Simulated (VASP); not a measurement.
Write the native input for VASP 6.6.1 that does the following.

| Item | Value |
| --- | --- |
| Task | relaxation of cell and atoms |
| Functional | PBE |
| Potentials or basis | VASP PAW PBE potentials, release 64 (Mn_pv, Si) |
| Cutoff | 600 eV |
| k mesh | 8 × 8 × 8 |
| Occupations | gaussian, width 0.05 eV |
| Spin | no spin polarisation |
| Dipole correction | no |
| Further INCAR settings | ALGO = Normal; EDIFF = 1e-06; IBRION = 2; EDIFFG = -0.01; NSW = 80; ISIF = 3 |

The structure of MnSi lies in POSCAR:

```
MnSi
1.0
    4.5480000000      0.0000000000      0.0000000000
    0.0000000000      4.5480000000      0.0000000000
    0.0000000000      0.0000000000      4.5480000000
Mn Si
4 4
Direct
    0.1380000000      0.1380000000      0.1380000000
    0.3620000000      0.8620000000      0.6380000000
    0.6380000000      0.3620000000      0.8620000000
    0.8620000000      0.6380000000      0.3620000000
    0.8460000000      0.8460000000      0.8460000000
    0.6540000000      0.1540000000      0.3460000000
    0.3460000000      0.6540000000      0.1540000000
    0.1540000000      0.3460000000      0.6540000000
```

The input as run:

INCAR

```
SYSTEM = MnSi
PREC     = Accurate       ! precision mode
ENCUT    = 600            ! plane-wave cutoff, eV
EDIFF    = 1E-6           ! SCF threshold, eV
ISMEAR   = 0              ! smearing method
SIGMA    = 0.05           ! smearing width, eV
LREAL    = .FALSE.        ! projectors in reciprocal space
LASPH    = .TRUE.         ! aspherical terms in the spheres
NELM     = 100            ! most SCF steps
ALGO     = Normal         ! electronic algorithm
ISIF     = 3              ! what is computed and relaxed
LWAVE    = .FALSE.        ! write WAVECAR
LCHARG   = .FALSE.        ! write CHGCAR
GGA      = PE             ! functional
IBRION   = 2              ! ionic algorithm
NSW      = 80             ! ionic steps
EDIFFG   = -0.01          ! ionic threshold
```

KPOINTS

```
Automatic mesh
0
G
  8 8 8
  0 0 0
```

Potentials or basis: VASP PAW PBE potentials, release 64 (Mn_pv, Si).

Command:

```sh
$ cat potpaw_PBE.64/Mn_pv/POTCAR potpaw_PBE.64/Si/POTCAR > POTCAR
$ mpirun -np 1 vasp_std > vasp.out
```

Results of the run:

| Property | Result |
| --- | --- |
| Relaxed volume | 11.37 Å³/atom |
| Relaxed cell | a = 4.497 Å, b = 4.497 Å, c = 4.497 Å, α = 90.00°, β = 90.00°, γ = 90.00° |
| Space group after relaxing (to 0.05 Å) | P2_13 (No. 198) |
| Energy gained by relaxing | 9.5 meV/atom |
| Ionic steps | 9 |
| Pressure after relaxing | 0.0 GPa |
| Largest force after relaxing | 0.003 eV/Å |
| Band gap on the k mesh | zero (band 34 reaches 11.57 eV, above the bottom of band 35 at 11.09 eV) |

Wall time 15 min on 1 thread of AMD EPYC 9R45 (Zen 5) (shared host), peak memory 0.28 GiB.
